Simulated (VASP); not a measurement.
# ZnSn2N2 (P1) in VASP: single point with PBE

Aim: the single point of ZnSn2N2 with PBE.

Everything below comes from runs of VASP 6.6.1. Logs are shortened: lines on timing, memory, paths and dates and some standing lists are left out, and cuts for length are marked.

### 1 The cell of the first run

The typed cell holds 10 atoms: a = 5.765 Å, b = 5.321 Å, c = 6.744 Å, α = 90.01°, β = 89.99°, γ = 64.69°.

### 2 Single point, PBE

Input file INCAR:

```
ALGO = Normal ; EDIFF = 1E-6
ENCUT = 520 ; GGA = PE
ISIF = 2 ; ISMEAR = 0
LASPH = True ; LCHARG = False
LREAL = False ; LWAVE = False
NBANDS = 61 ; NELM = 100
PREC = Accurate ; SIGMA = 0.1
```

Input file KPOINTS:

```
k-points
0
Gamma
  4 4 2
```

Input file POSCAR:

```
ZnSn2N2
1.0
    5.7642001319     -0.0686455352     -0.0024352358
    2.3321799524      4.7830057008     -0.0066725348
    0.0038324267      0.0063305791      6.7435149777
Zn Sn N
2 4 4
Direct
    0.8097747130      0.6161819150      0.2498475862
    0.6088313771      0.5034463888      0.7500264987
    1.0124972476      0.0637268594      0.2499944655
    1.0053684754     -0.0037546624      0.7500337216
    0.4748647789      0.1422186584      0.5031833347
    0.4747689765      0.1423585763      0.9968848562
    0.4229728287      0.9147937916      0.2499963226
    0.4048757828      0.9002768978      0.7500226351
    0.8929744241      0.8611014421      0.0228475319
    0.8930713960      0.8611290731      0.4771630475
```

Potentials or basis: VASP PAW PBE potentials, release 64 (Zn, Sn_d, N).

Started as:

```bash
$ cat potpaw_PBE.64/Zn/POTCAR potpaw_PBE.64/Sn_d/POTCAR potpaw_PBE.64/N/POTCAR > POTCAR
$ mpirun -np 1 vasp_std > vasp.out
```

OUTCAR:

```text
EDIFF = 1E-6
   ENCUT = 520
   GGA = PE
   ISIF = 2
   ISMEAR = 0
   LASPH = True
   LREAL = False
   NELM = 100
   PREC = Accurate

 ion  position               nearest neighbor table
   1  0.810  0.616  0.250-   7 2.11   9 2.19  10 2.19   3 2.66   3 3.07   5 3.14   6 3.14
   2  0.609  0.503  0.750-   8 1.93   4 2.69   5 2.89   6 2.89   4 3.34
   3  0.012  0.064  0.250-  10 2.15   9 2.15   7 2.15   1 2.66   1 3.07   6 3.34   5 3.34   4 3.39
                             4 3.39   5 3.40   6 3.40
   4  0.005  0.996  0.750-   8 2.14  10 2.17   9 2.17   2 2.69   6 3.27   5 3.27   2 3.34   3 3.39
                             3 3.39   5 3.53   6 3.54
   5  0.475  0.142  0.503-   7 2.19  10 2.24   8 2.24   2 2.89   1 3.14   4 3.27   6 3.33   3 3.34
                             3 3.40   6 3.41   4 3.53
   6  0.475  0.142  0.997-   7 2.19   9 2.24   8 2.24   2 2.89   1 3.14   4 3.27   5 3.33   3 3.34
                             3 3.40   5 3.41   4 3.54
   7  0.423  0.915  0.250-   1 2.11   3 2.15   5 2.19   6 2.19
   8  0.405  0.900  0.750-   2 1.93   4 2.14   5 2.24   6 2.24
   9  0.893  0.861  0.023-   3 2.15   4 2.17   1 2.19   6 2.24
  10  0.893  0.861  0.477-   3 2.15   4 2.17   1 2.19   5 2.24

  LATTYP: Found a triclinic cell.
 ALAT       =     5.9428360387
 B/A-ratio  =     0.9700098307
 C/A-ratio  =     1.1347307909
 COS(alpha) =     0.0001346476
 COS(beta)  =     0.0002748177
 COS(gamma) =     0.5871857572

  Lattice vectors:

 A1 = (   3.4320201795,  -4.8516512360,   0.0042372990)
 A2 = (   5.7642001319,  -0.0686455352,  -0.0024352358)
 A3 = (   0.0038324267,   0.0063305791,   6.7435149777)

Analysis of symmetry for initial positions (statically):
=====================================================================
 Subroutine PRICEL returns:
 Original cell was already a primitive cell.

 Routine SETGRP: Setting up the symmetry group for a
 triclinic supercell.

 Subroutine GETGRP returns: Found  1 space group operations
 (whereof  1 operations were pure point group operations)
 out of a pool of  2 trial point group operations.

The static configuration has the point symmetry C_1 .

Analysis of symmetry for dynamics (positions and initial velocities):
=====================================================================
 Subroutine PRICEL returns:
 Original cell was already a primitive cell.

 Routine SETGRP: Setting up the symmetry group for a
 triclinic supercell.

[... 123 lines left out ...]
   POTIM  = 0.5000    time-step for ionic-motion
   TEBEG  =    0.0;   TEEND  =   0.0 temperature during run
   PSTRESS=    0.0 pullay stress
   NELECT =     100.0000    total number of electrons
   NUPDOWN=      -1.0000    fix difference up-down
   EMIN   =  10.00;   EMAX   =-10.00  energy-range for DOS
   EFERMI =   0.00;   METHOD = LEGACY
   ISMEAR =     0;   SIGMA  =   0.10  broadening in eV -4-tet -1-fermi 0-gaus
   EFERMI_NEDOS =   21; number of points for ismear=-14 and -15
   IALGO  =     38    algorithm
   IMIX   =      4    mixing-type and parameters
     AMIX     =   0.40;   BMIX     =  1.00
     AMIX_MAG =   1.60;   BMIX_MAG =  1.00
  volume/ion in A,a.u.               =      18.70       126.19
  Fermi-wavevector in a.u.,A,eV,Ry     =   1.328804  2.511076 24.024091  1.765721
  Thomas-Fermi vector in A             =   2.458014
   LORBIT       =      0    0 simple, 1 ext, 2 COOP (PROOUT), +10 PAW based schemes
   GGA     = PE    functional components
   LHFCALC =     F    Hartree Fock is set to
   AEXX    =    0.0000 exact exchange contribution
   IVDW    =     0    specifies the selected vdW correction
   LEPSILON=     F    determine dielectric tensor
   LRPA    =     F    only Hartree local field effects (RPA)
 non-spin polarized calculation
 Gauss-broadening in eV      SIGMA  =   0.10
  energy-cutoff  :      520.00
  volume of cell :      187.00
 maximum number of plane-waves:      5074
 NGX is ok and might be reduce to    48
   NGX = 21   NGY = 19   NGZ = 25

 number of electron     100.0000018 magnetization

 Free energy of the ion-electron system (eV)
  ---------------------------------------------------
  ext. energy  EPLUGINS =         0.00000000
  ---------------------------------------------------
  free energy    TOTEN  =       -47.94828116 eV

  energy without entropy =      -47.94691666  energy(sigma->0) =      -47.94759891

 E-fermi :   5.1010     XC(G=0):  -9.9686

 val. band max:        4.9744715833   @ k =  -0.0000   0.5000   0.5000
 cond. band min:       5.2027715919   @ k =  -0.0000   0.5000   0.0000
 fundamental gap:      0.2283000086
 Fermi energy:         5.1009747610

 k-point     1 :       0.0000    0.0000    0.0000
  band No.  band energies     occupation
      1     -16.4222      2.00000
      2     -16.4024      2.00000
      3     -16.3603      2.00000
      4     -16.3009      2.00000
      5     -16.2653      2.00000
      6     -16.1938      2.00000
[... 1269 lines left out ...]
     60      10.7294      0.00000
     61      11.3131      0.00000

------------------------ aborting loop because EDIFF is reached ----------------------------------------

  FORCE on cell =-STRESS in cart. coord.  units (eV):
  Direction    XX          YY          ZZ          XY          YZ          ZX
  --------------------------------------------------------------------------------------
  -------------------------------------------------------------------------------------
  Total        0.2133690      0.2754486      0.1255364     -0.0411478      0.0012077     -0.0079504
  in kB        1.8281023      2.3599877      1.0755701     -0.3525457      0.0103469     -0.0681173
  external PRESSURE =       1.7545533 kB  Pullay stress =       0.0000000 kB

 VOLUME and BASIS-vectors are now :
 -----------------------------------------------------------------------------
  energy-cutoff  :      520.00
  volume of cell :      187.00
      direct lattice vectors                 reciprocal lattice vectors
     5.764200132 -0.068645535 -0.002435236     0.172483031 -0.084102261 -0.000019072
     2.332179952  4.783005701 -0.006672535     0.002475385  0.207866289 -0.000196544
     0.003832427  0.006330579  6.743514978     0.000064737  0.000175307  0.148290416

 POSITION                                       TOTAL-FORCE (eV/Angst)
 -----------------------------------------------------------------------------------
      6.10571      2.89320      1.67877         0.003794     -0.030830      0.001047
      4.68643      2.37094      5.05297         0.008617     -0.066785      0.000255
      0.22162      0.30553      1.68539        -0.014235      0.009875      0.001366
      2.35724      4.76943      5.05120        -0.011967      0.001431     -0.001398
      3.07082      0.65082      3.39112         0.005151      0.017696      0.012570
      3.07249      0.65462      6.72040         0.005997      0.016175     -0.011711
      4.57252      4.34801      1.67872        -0.014275     -0.007153      0.000167
      4.43627      4.28298      5.05080        -0.006156      0.069557      0.000026
      7.15561      4.05750      0.14615         0.012942     -0.003844     -0.019287
      7.15798      4.06050      3.20984         0.010131     -0.006123      0.016964
 -----------------------------------------------------------------------------------
    total drift:                               -0.000276      0.001084      0.000050

  FREE ENERGIE OF THE ION-ELECTRON SYSTEM (eV)
  ---------------------------------------------------
  free  energy   TOTEN  =       -47.9482811605 eV

  energy  without entropy=      -47.9469166561  energy(sigma->0) =      -47.94759891
```

OSZICAR:

```text
N       E                     dE             d eps       ncg     rms          rms(c)
DAV:   1     0.121434558985E+04    0.12143E+04   -0.46665E+04  2569   0.245E+03
DAV:   2     0.200300564796E+03   -0.10140E+04   -0.98174E+03  2440   0.699E+02
DAV:   3    -0.315711881098E+02   -0.23187E+03   -0.22415E+03  2634   0.251E+02
DAV:   4    -0.566357115172E+02   -0.25065E+02   -0.24562E+02  2912   0.815E+01
DAV:   5    -0.576752922202E+02   -0.10396E+01   -0.10341E+01  2798   0.175E+01    0.183E+01
DAV:   6    -0.472480414501E+02    0.10427E+02   -0.37856E+01  4051   0.774E+01    0.795E+00
DAV:   7    -0.481118017804E+02   -0.86376E+00   -0.13211E+01  2625   0.185E+01    0.582E+00
DAV:   8    -0.479836672617E+02    0.12813E+00   -0.19099E+00  3838   0.846E+00    0.263E+00
DAV:   9    -0.479526118245E+02    0.31055E-01   -0.28329E-01  2889   0.408E+00    0.844E-01
DAV:  10    -0.479475499162E+02    0.50619E-02   -0.46923E-02  3256   0.200E+00    0.494E-01
DAV:  11    -0.479480430330E+02   -0.49312E-03   -0.83959E-03  2694   0.544E-01    0.279E-01
DAV:  12    -0.479482415682E+02   -0.19854E-03   -0.29817E-03  3840   0.331E-01    0.675E-02
DAV:  13    -0.479482684550E+02   -0.26887E-04   -0.37908E-04  3035   0.179E-01    0.324E-02
DAV:  14    -0.479482798950E+02   -0.11440E-04   -0.11529E-04  3080   0.527E-02    0.254E-02
DAV:  15    -0.479482789658E+02    0.92927E-06   -0.15683E-05  3094   0.295E-02    0.107E-02
DAV:  16    -0.479482810928E+02   -0.21270E-05   -0.11774E-05  2448   0.170E-02    0.284E-03
DAV:  17    -0.479482811605E+02   -0.67694E-07   -0.12132E-06  1771   0.687E-03
   1 F= -.47948281E+02 E0= -.47947599E+02  d E =-.136450E-02
```

Wall time 8.8 min (1 thread of Oxide Virtual Turin-like, shared host); peak memory 0.37 GiB.

Results:

```
Free energy            : -47.9483 eV
Pressure               : 0.2 GPa
Largest force          : 0.070 eV/Å
Band gap on the k mesh : 0.23 eV (least direct gap 0.53 eV)
```

Forces on the atoms (eV/Å):
```
Zn   0.004 -0.031  0.001
Zn   0.009 -0.067  0.000
Sn  -0.014  0.010  0.001
Sn  -0.012  0.001 -0.001
Sn   0.005  0.018  0.013
Sn   0.006  0.016 -0.012
N   -0.014 -0.007  0.000
N   -0.006  0.070  0.000
N    0.013 -0.004 -0.019
N    0.010 -0.006  0.017
```

Levels at points of the mesh, in eV from the valence-band top:
| k point | band 47 | band 48 | band 49 | band 50 | band 51 | band 52 | band 53 | band 54 |
| --- | --- | --- | --- | --- | --- | --- | --- | --- |
| (0.00, 0.00, 0.00) | -1.32 | -1.32 | -1.01 | -0.68 | 1.68 | 1.93 | 2.09 | 2.36 |
| (0.50, 0.00, 0.00) | -1.96 | -1.24 | -0.79 | 0.00 | 0.55 | 0.68 | 2.76 | 3.12 |
| (0.00, 0.50, 0.00) | -1.28 | -0.47 | -0.32 | -0.30 | 0.23 | 1.10 | 3.08 | 3.36 |
| (0.50, 0.50, 0.00) | -1.94 | -1.20 | -0.69 | -0.48 | 1.55 | 2.15 | 2.52 | 2.59 |
| (0.00, 0.00, 0.50) | -2.04 | -1.79 | -1.08 | -0.72 | 1.98 | 2.73 | 3.16 | 3.52 |
| (0.50, 0.00, 0.50) | -1.49 | -1.23 | -0.69 | -0.38 | 2.49 | 2.55 | 2.69 | 2.77 |
| (0.00, 0.50, 0.50) | -0.81 | -0.56 | -0.15 | 0.00 | 1.42 | 1.79 | 2.32 | 2.34 |
| (0.50, 0.50, 0.50) | -1.08 | -0.87 | -0.78 | -0.43 | 2.62 | 2.94 | 3.04 | 3.08 |

Caveat: the k points lie up to 0.47 Å⁻¹ apart; semilocal functionals underestimate gaps, and a narrow one can read as zero; spin-orbit coupling is left out, which moves the levels of the heavy elements.
